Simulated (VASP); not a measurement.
Write the native input for VASP 6.6.1 that does the following.

* Task: relaxation of cell and atoms
* Functional: LDA
* Potentials or basis: VASP PAW LDA potentials, release 64 (Si, Te)
* Cutoff: 600 eV
* k mesh: 5 × 5 × 3
* Occupations: fermi-dirac, width 0.02 eV
* Spin: no spin polarisation
* Target pressure: 15 GPa
* Dipole correction: no
* Further INCAR settings: ALGO = Normal; EDIFF = 1e-06; IBRION = 2; EDIFFG = -0.03; NSW = 80; ISIF = 3

The structure of SiTe2 lies in POSCAR:

```
SiTe2
1.0
    4.0000000000      0.0000000000      0.0000000000
   -2.0000000000      3.4641016151      0.0000000000
    0.0000000000      0.0000000000      6.4000000000
Si Te
1 2
Direct
    0.0000000000      0.0000000000      0.0000000000
    0.3333333333      0.6666666667      0.2500000000
    0.6666666667      0.3333333333      0.7500000000
```

These files were run (other wordings do the same):

INCAR

```
SYSTEM = SiTe2
PREC = Accurate
ENCUT = 600
EDIFF = 1E-6
ISMEAR = -1
SIGMA = 0.02
LREAL = .False.
LASPH = .True.
NELM = 60
ALGO = Normal
ISIF = 3
LWAVE = .False.
LCHARG = .False.
IBRION = 2
NSW = 80
EDIFFG = -0.03
PSTRESS = 150.0
```

KPOINTS

```
regular mesh
0
Gamma
  5 5 3
  0 0 0
```

Potentials or basis: VASP PAW LDA potentials, release 64 (Si, Te).

Command:

```bash
$ cat potpaw_LDA.64/Si/POTCAR potpaw_LDA.64/Te/POTCAR > POTCAR
$ mpirun -np 1 vasp_std > vasp.out
```

Results of the run:

- Relaxed volume: 21.07 Å³/atom
- Relaxed cell: a = 3.586 Å, b = 3.586 Å, c = 5.678 Å, α = 90.00°, β = 90.00°, γ = 120.00°
- Space group after relaxing (to 0.05 Å): P-3m1 (No. 164)
- Energy change on relaxing (the enthalpy is what falls): +72.3 meV/atom
- Ionic steps: 16
- Pressure after relaxing: 15.0 GPa
- Largest force after relaxing: 0.007 eV/Å
- Band gap on the k mesh: zero (band 8 reaches 10.69 eV, above the bottom of band 9 at 9.17 eV)

Caveat: the k points lie up to 0.40 Å⁻¹ apart in the final cell; the cell is relaxed towards a set pressure, so the enthalpy falls and the energy may rise; the volume moved by over 15 % at a fixed basis, so the end points are rough; spin-orbit coupling is left out, which moves the levels of the heavy elements.

It took 71 s on 1 thread of Intel(R) Xeon(R) 6975P-C (Granite Rapids) (shared host), peak memory 0.2 GiB.
